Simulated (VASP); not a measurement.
# WSe2 (P6_3/mmc) in VASP: single point with PBE+D3(BJ)

Aim: the single point of WSe2 with PBE+D3(BJ).

All numbers are computed with VASP 6.6.1; they aren't measurements. Logs are shortened: lines on timing, memory, paths and dates and some standing lists are left out, and cuts for length are marked.

**What was measured.**

“Time-resolved XUV ARPES with tunable 24–33 eV laser pulses at 30 meV resolution”, 2019, pmc:6684652 reports, for a bulk crystal of WSe2: band gap 1.3 eV (indirect).

The results are compared with them further down.

## 1. The cell of the first run

The structure is hexagonal, space group P6_3/mmc (No. 194). Conventional cell: a = 3.290 Å, b = 3.290 Å, c = 12.970 Å, α = 90.00°, β = 90.00°, γ = 120.00°. W (site symmetry -6m2) has 6 Se at 2.53 Å and 6 W at 3.29 Å within 3.3 Å. Se (site symmetry 3m) has 3 W at 2.53 Å and 7 Se at 3.29 to 3.35 Å within 3.4 Å.

## 2. Single point, PBE+D3(BJ)

INCAR reads:

```
ALGO = Normal
EDIFF = 1E-6
ENCUT = 520
GGA = PE
ISIF = 2
ISMEAR = 0
IVDW = 12
LASPH = T
LCHARG = F
LREAL = F
LWAVE = F
NBANDS = 35
NELM = 80
PREC = Accurate
SIGMA = 0.05
```

KPOINTS reads:

```
k-points
0
Gamma
  12 12 2
```

POSCAR reads:

```
WSe2
1.0
    3.2899984505      0.0000000000      0.0000000000
   -1.6449992252      2.8492222365      0.0000000000
    0.0000000000      0.0000000000     12.9700000000
W Se
2 4
Direct
    0.3333333333      0.6666666667      0.2500000000
    0.6666666667      0.3333333333      0.7500000000
    0.3333333333      0.6666666667      0.6210000000
    0.6666666667      0.3333333333      0.1210000000
    0.3333333333      0.6666666667      0.8790000000
    0.6666666667      0.3333333333      0.3790000000
```

Potentials or basis: VASP PAW PBE potentials, release 64 (W_sv, Se).

Launch:

```sh
$ cat potpaw_PBE.64/W_sv/POTCAR potpaw_PBE.64/Se/POTCAR > POTCAR
$ mpirun -np 1 vasp_std > vasp.out
```

OUTCAR:

```text
EDIFF = 1E-6
   ENCUT = 520
   GGA = PE
   ISIF = 2
   ISMEAR = 0
   IVDW = 12
   LASPH = T
   LREAL = F
   NELM = 80
   PREC = Accurate
 IVDW          = 12

 ion  position               nearest neighbor table
   1  0.333  0.667  0.250-   4 2.53   6 2.53   4 2.53   6 2.53   4 2.53   6 2.53
   2  0.667  0.333  0.750-   3 2.53   5 2.53   3 2.53   5 2.53   3 2.53   5 2.53
   3  0.333  0.667  0.621-   2 2.53   2 2.53   2 2.53
   4  0.667  0.333  0.121-   1 2.53   1 2.53   1 2.53
   5  0.333  0.667  0.879-   2 2.53   2 2.53   2 2.53
   6  0.667  0.333  0.379-   1 2.53   1 2.53   1 2.53

  LATTYP: Found a hexagonal cell.
 ALAT       =     3.2899984505
 C/A-ratio  =     3.9422510968

  Lattice vectors:

 A1 = (   3.2899984505,   0.0000000000,   0.0000000000)
 A2 = (  -1.6449992252,   2.8492222365,   0.0000000000)
 A3 = (   0.0000000000,   0.0000000000,  12.9700000000)

Analysis of symmetry for initial positions (statically):
=====================================================================
 Subroutine PRICEL returns:
 Original cell was already a primitive cell.

 Routine SETGRP: Setting up the symmetry group for a
 hexagonal supercell.

 Subroutine GETGRP returns: Found 24 space group operations
 (whereof 12 operations were pure point group operations)
 out of a pool of 24 trial point group operations.

The static configuration has the point symmetry D_3d.
 The point group associated with its full space group is D_6h.

Analysis of symmetry for dynamics (positions and initial velocities):
=====================================================================
 Subroutine PRICEL returns:
 Original cell was already a primitive cell.

 Routine SETGRP: Setting up the symmetry group for a
 hexagonal supercell.

 Subroutine GETGRP returns: Found 24 space group operations
 (whereof 12 operations were pure point group operations)
 out of a pool of 24 trial point group operations.

The dynamic configuration has the point symmetry D_3d.
 The point group associated with its full space group is D_6h.

 Subroutine INISYM returns: Found 24 space group operations
 (whereof 12 operations are pure point group operations),
 and found     1 'primitive' translations

----------------------------------------------------------------------------------------

                                     Primitive cell

  volume of cell :     121.5800

  direct lattice vectors                    reciprocal lattice vectors
     3.289998451  0.000000000  0.000000000     0.303951511  0.175486487  0.000000000
    -1.644999225  2.849222237  0.000000000     0.000000000  0.350972973  0.000000000
     0.000000000  0.000000000 12.970000000     0.000000000  0.000000000  0.077101002

  length of vectors
     3.289998451  3.289998450 12.970000000     0.350972973  0.350972973  0.077101002

  position of ions in fractional coordinates (direct lattice)
     0.333333333  0.666666667  0.250000000
     0.666666667  0.333333333  0.750000000
     0.333333333  0.666666667  0.621000000
     0.666666667  0.333333333  0.121000000
     0.333333333  0.666666667  0.879000000
     0.666666667  0.333333333  0.379000000

  ion indices of the primitive-cell ions
   primitive index   ion index
                 1           1
                 2           2
                 3           3
                 4           4
                 5           5
                 6           6

----------------------------------------------------------------------------------------

 KPOINTS: k-points

Automatic generation of k-mesh.
 Grid dimensions read from file:
 generate k-points for:   12   12    2

 Generating k-lattice:

  Cartesian coordinates                     Fractional coordinates (reciprocal lattice)
     0.025329293  0.014623874  0.000000000     0.083333333 -0.000000000  0.000000000
     0.000000000  0.029247748  0.000000000     0.000000000  0.083333333  0.000000000
     0.000000000  0.000000000  0.038550501     0.000000000  0.000000000  0.500000000

  Length of vectors
     0.029247748  0.029247748  0.038550501

  Shift w.r.t. Gamma in fractional coordinates (k-lattice)
     0.000000000  0.000000000  0.000000000

 Subroutine IBZKPT returns following result:
 ===========================================

 Found     38 irreducible k-points:

 Following reciprocal coordinates:
            Coordinates               Weight
  0.000000  0.000000  0.000000      1.000000
  0.083333 -0.000000  0.000000      6.000000
  0.166667 -0.000000  0.000000      6.000000
  0.250000 -0.000000  0.000000      6.000000
  0.333333 -0.000000  0.000000      6.000000
  0.416667 -0.000000  0.000000      6.000000
[... 16 lines left out ...]
  0.250000 -0.000000  0.500000      6.000000
  0.333333 -0.000000  0.500000      6.000000
 [... further k-points ...]
   k-points           NKPTS =     38   k-points in BZ     NKDIM =     38   number of bands    NBANDS=     35
   number of dos      NEDOS =    301   number of ions     NIONS =      6
   total plane-waves  NPLWV =  55296
   dimension x,y,z NGX =    24 NGY =   24 NGZ =   96
   dimension x,y,z NGXF=    48 NGYF=   48 NGZF=  192
   ions per type =               2   4
   NGX,Y,Z   is equivalent  to a cutoff of  12.13, 12.13, 12.31 a.u.
   NGXF,Y,Z  is equivalent  to a cutoff of  24.25, 24.25, 24.61 a.u.
 SYSTEM =  unknown system
   PREC   = accura    normal or accurate (medium, high low for compatibility)
   ISTART =      0    job   : 0-new  1-cont  2-samecut
   ICHARG =      2    charge: 1-file 2-atom 10-const
   ISPIN  =      1    spin polarized calculation?
   LNONCOLLINEAR =      F non collinear calculations
   LSORBIT =      F    spin-orbit coupling
   LASPH  =      T    aspherical Exc in radial PAW
   ENCUT  =  520.0 eV  38.22 Ry    6.18 a.u.   6.12  6.12 24.12*2*pi/ulx,y,z
   NELM   =     80;   NELMIN=  2; NELMDL= -5     # of ELM steps
   EDIFF  = 0.1E-05   stopping-criterion for ELM
   LREAL  =      F    real-space projection
   EDIFFG = 0.1E-04   stopping-criterion for IOM
   NSW    =      0    number of steps for IOM
   IBRION =     -1    ionic relax: 0-MD 1-quasi-New 2-CG
   NFREE  =      0    steps in history (QN), initial steepest desc. (CG)
   ISIF   =      2    stress and relaxation
   ISYM   =      2    0-nonsym 1-usesym 2-fastsym
   POTIM  = 0.5000    time-step for ionic-motion
   TEBEG  =    0.0;   TEEND  =   0.0 temperature during run
   PSTRESS=    0.0 pullay stress
   NELECT =      52.0000    total number of electrons
   NUPDOWN=      -1.0000    fix difference up-down
   EMIN   =  10.00;   EMAX   =-10.00  energy-range for DOS
   EFERMI =   0.00;   METHOD = LEGACY
   ISMEAR =     0;   SIGMA  =   0.05  broadening in eV -4-tet -1-fermi 0-gaus
   EFERMI_NEDOS =   21; number of points for ismear=-14 and -15
   IALGO  =     38    algorithm
   IMIX   =      4    mixing-type and parameters
     AMIX     =   0.40;   BMIX     =  1.00
     AMIX_MAG =   1.60;   BMIX_MAG =  1.00
  volume/ion in A,a.u.               =      20.26       136.74
  Fermi-wavevector in a.u.,A,eV,Ry     =   1.233451  2.330885 20.699927  1.521402
  Thomas-Fermi vector in A             =   2.368181
   LORBIT       =      0    0 simple, 1 ext, 2 COOP (PROOUT), +10 PAW based schemes
   GGA     = PE    functional components
   LHFCALC =     F    Hartree Fock is set to
   AEXX    =    0.0000 exact exchange contribution
   IVDW    =    12    specifies the selected vdW correction
   LEPSILON=     F    determine dielectric tensor
   LRPA    =     F    only Hartree local field effects (RPA)
 non-spin polarized calculation
 Gauss-broadening in eV      SIGMA  =   0.05
  energy-cutoff  :      520.00
  volume of cell :      121.58
 maximum number of plane-waves:      3324
   NGX = 13   NGY = 13   NGZ = 49

 number of electron      51.9999991 magnetization

 Free energy of the ion-electron system (eV)
  ---------------------------------------------------
  ext. energy  EPLUGINS =         0.00000000
  ---------------------------------------------------
  free energy    TOTEN  =       -43.12861955 eV

  energy without entropy =      -43.12861955  energy(sigma->0) =      -43.12861955

 E-fermi :   6.5360     XC(G=0): -10.7552

 val. band max:        6.2731994149   @ k =   0.0000   0.0000   0.0000
 cond. band min:       7.2428290464   @ k =   0.1667   0.1667   0.0000
 fundamental gap:      0.9696296315
 Fermi energy:         6.5359873579

 k-point     1 :       0.0000    0.0000    0.0000
  band No.  band energies     occupation
      1     -68.0609      2.00000
      2     -68.0609      2.00000
      3     -32.3069      2.00000
      4     -32.3068      2.00000
      5     -32.1820      2.00000
      6     -32.1820      2.00000
[... 27 lines left out ...]
     34       9.2134      0.00000
     35      10.7596      0.00000

 k-point     2 :       0.0833   -0.0000    0.0000
  band No.  band energies     occupation
      1     -68.0603      2.00000
      2     -68.0602      2.00000
      3     -32.3038      2.00000
      4     -32.3038      2.00000
      5     -32.1978      2.00000
      6     -32.1978      2.00000
[... 27 lines left out ...]
     34       9.1643      0.00000
     35      11.3805      0.00000

 k-point     3 :       0.1667   -0.0000    0.0000
  band No.  band energies     occupation
      1     -68.0584      2.00000
      2     -68.0584      2.00000
      3     -32.2956      2.00000
      4     -32.2956      2.00000
      5     -32.2408      2.00000
      6     -32.2408      2.00000
[... 27 lines left out ...]
     34       9.6222      0.00000
     35      12.3131      0.00000

 k-point     4 :       0.2500   -0.0000    0.0000
  band No.  band energies     occupation
      1     -68.0558      2.00000
      2     -68.0558      2.00000
      3     -32.2989      2.00000
      4     -32.2989      2.00000
      5     -32.2843      2.00000
      6     -32.2843      2.00000
[... 27 lines left out ...]
     34      10.0884      0.00000
     35      12.6285      0.00000

 k-point     5 :       0.3333   -0.0000    0.0000
  band No.  band energies     occupation
      1     -68.0532      2.00000
      2     -68.0532      2.00000
      3     -32.3564      2.00000
      4     -32.3564      2.00000
      5     -32.2730      2.00000
      6     -32.2730      2.00000
[... 638 lines left out ...]
 k-point    22 :       0.1667   -0.0000    0.5000
  band No.  band energies     occupation
      1     -68.0584      2.00000
      2     -68.0584      2.00000
      3     -32.2956      2.00000
      4     -32.2956      2.00000
      5     -32.2408      2.00000
      6     -32.2408      2.00000
[... 27 lines left out ...]
     34       9.5404      0.00000
     35      12.6150      0.00000

 k-point    23 :       0.2500   -0.0000    0.5000
  band No.  band energies     occupation
      1     -68.0558      2.00000
      2     -68.0558      2.00000
      3     -32.2989      2.00000
      4     -32.2989      2.00000
      5     -32.2843      2.00000
      6     -32.2843      2.00000
[... 27 lines left out ...]
     34       9.9400      0.00000
     35      12.6299      0.00000

 k-point    24 :       0.3333   -0.0000    0.5000
  band No.  band energies     occupation
      1     -68.0532      2.00000
      2     -68.0532      2.00000
      3     -32.3564      2.00000
      4     -32.3564      2.00000
      5     -32.2730      2.00000
      6     -32.2730      2.00000
[... 27 lines left out ...]
     34      10.2108      0.00000
     35      11.8564      0.00000

 [... further k-points ...]

------------------------ aborting loop because EDIFF is reached ----------------------------------------

 Edisp (eV)   -2.79099

 E8    (eV) :    -1.2448

  FORCE on cell =-STRESS in cart. coord.  units (eV):
  Direction    XX          YY          ZZ          XY          YZ          ZX
  --------------------------------------------------------------------------------------
  -------------------------------------------------------------------------------------
  Total      -0.07943    -0.07943     0.68977    -0.00000     0.00000     0.00000
  in kB      -1.04678    -1.04678     9.08972    -0.00000     0.00000     0.00000
  external pressure =        2.33 kB  Pullay stress =        0.00 kB

 VOLUME and BASIS-vectors are now :
 -----------------------------------------------------------------------------
  energy-cutoff  :      520.00
  volume of cell :      121.58
      direct lattice vectors                 reciprocal lattice vectors
     3.289998451  0.000000000  0.000000000     0.303951511  0.175486487  0.000000000
    -1.644999225  2.849222237  0.000000000     0.000000000  0.350972973  0.000000000
     0.000000000  0.000000000 12.970000000     0.000000000  0.000000000  0.077101002

 POSITION                                       TOTAL-FORCE (eV/Angst)
 -----------------------------------------------------------------------------------
     -0.00000      1.89948      3.24250         0.000000     -0.000000      0.000000
      1.64500      0.94974      9.72750        -0.000000     -0.000000      0.000000
     -0.00000      1.89948      8.05437        -0.000000      0.000000     -0.222362
      1.64500      0.94974      1.56937        -0.000000      0.000000     -0.222362
     -0.00000      1.89948     11.40063        -0.000000      0.000000      0.222362
      1.64500      0.94974      4.91563        -0.000000     -0.000000      0.222362
 -----------------------------------------------------------------------------------
    total drift:                               -0.000000      0.000000     -0.000000

  FREE ENERGIE OF THE ION-ELECTRON SYSTEM (eV)
  ---------------------------------------------------
  free  energy   TOTEN  =       -45.9196142711 eV

  energy  without entropy=      -45.9196142711  energy(sigma->0) =      -45.91961427
```

It took 3.2 min on 1 thread of Intel Xeon 8259CL, shared host; peak memory 0.31 GiB.

Results:

| Quantity | Value |
| --- | --- |
| Free energy | -45.9196 eV |
| Pressure | 0.2 GPa |
| Largest force | 0.222 eV/Å |
| Band gap on the k mesh | 0.97 eV (least direct gap 1.52 eV) |
| Dispersion energy per atom | -0.465 eV |

Forces in eV/Å, atoms in the order of the input:
```
W    0.000  0.000  0.000
W    0.000  0.000  0.000
Se   0.000  0.000 -0.222
Se   0.000  0.000 -0.222
Se   0.000  0.000  0.222
Se   0.000  0.000  0.222
```

Stress tensor (GPa, compression positive):
```
-0.10  0.00  0.00
 0.00 -0.10  0.00
 0.00  0.00  0.91
```

Caveat: spin-orbit coupling is left out, which moves the levels of the heavy elements.

## 3. Comparison with measurements

Step 2. Measured gap of WSe2: 1.3 eV (indirect; “Time-resolved XUV ARPES with tunable 24–33 eV laser pulses at 30 meV resolution”, 2019, pmc:6684652). This calculation gives 0.97 eV (-0.33 eV). Spin-orbit coupling on Se, W is left out. The value is that of PBE+D3(BJ) on a finite k mesh, which can miss the band edges, without temperature or zero-point motion. Semilocal functionals fall short of measured gaps as a rule.
